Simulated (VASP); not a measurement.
A run of VASP 6.6.1 is set up as follows.

The input INCAR:

```
SYSTEM = InP
PREC = Accurate
ENCUT = 500
EDIFF = 1E-7
ISMEAR = -1
SIGMA = 0.15
LREAL = .False.
LASPH = .True.
NELM = 120
ALGO = Normal
ISIF = 3
LWAVE = .False.
LCHARG = .False.
GGA = PE
IBRION = 2
NSW = 80
EDIFFG = -0.001
PSTRESS = -10.0
GGA_COMPAT = .False.
NELMIN = 4
```

Contents of KPOINTS:

```
Automatic mesh
0
Gamma
  14 14 14
  0 0 0
```

POSCAR

```
InP
1.0
    0.0000000000      2.7719816220      2.7719816220
    2.7719816220      0.0000000000      2.7719816220
    2.7719816220      2.7719816220      0.0000000000
In P
1 1
Direct
    0.0000000000      0.0000000000      0.0000000000
    0.5000000000      0.5000000000      0.5000000000
```

Potentials or basis: VASP PAW PBE potentials, release 64 (In_d, P).

Run with:

```console
$ cat potpaw_PBE.64/In_d/POTCAR potpaw_PBE.64/P/POTCAR > POTCAR
$ mpirun -np 1 vasp_std > vasp.out
```

Predict the relaxed volume.

21.60 Å³/atom.

Estimate the relaxed cell.

a = 3.938 Å, b = 3.938 Å, c = 3.938 Å, α = 60.00°, β = 60.00°, γ = 60.00°.

Final structure:
```yaml
crystal:
  lattice:
    - [0.00000, 2.78485, 2.78485]
    - [2.78485, 0.00000, 2.78485]
    - [2.78485, 2.78485, 0.00000]
  atoms:
    - { symbol: In, position: [0.00000, 0.00000, 0.00000] }
    - { symbol: P, position: [0.50000, 0.50000, 0.50000] }
```

Caveat: the cell is relaxed towards a set pressure, so the enthalpy falls and the energy may rise. PBE usually gives volumes a little too large and moduli too small.
